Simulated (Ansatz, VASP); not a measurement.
# One calculation of MgO, two programs

```xyz
2
Lattice="0.0000 2.1525 2.1525 2.1525 0.0000 2.1525 2.1525 2.1525 0.0000" Properties=species:S:1:pos:R:3 pbc="T T T"
Mg    0.0000    0.0000    0.0000
O     2.1525    2.1525    2.1525
```

Alike in both runs: task single point; functional PBE; k mesh 9 × 9 × 9; occupations fermi-dirac, width 0.0005 eV; no spin polarisation.

```csv
,VASP,Ansatz
version,VASP 6.6.1,Ansatz 0.2.0
potentials or method,"VASP PAW PBE potentials, release 64 (Mg_sv, O), cutoff 840 eV","PAW, plane waves, scalar-relativistic"
valence electrons in the cell,16,16
```

|  | VASP | Ansatz | Ansatz less VASP |
| --- | --- | --- | --- |
| pressure (GPa) | -5.0 | -5.0 | 0.00 |

The functional is the same, so the differences come from potentials, cutoffs and numerics.
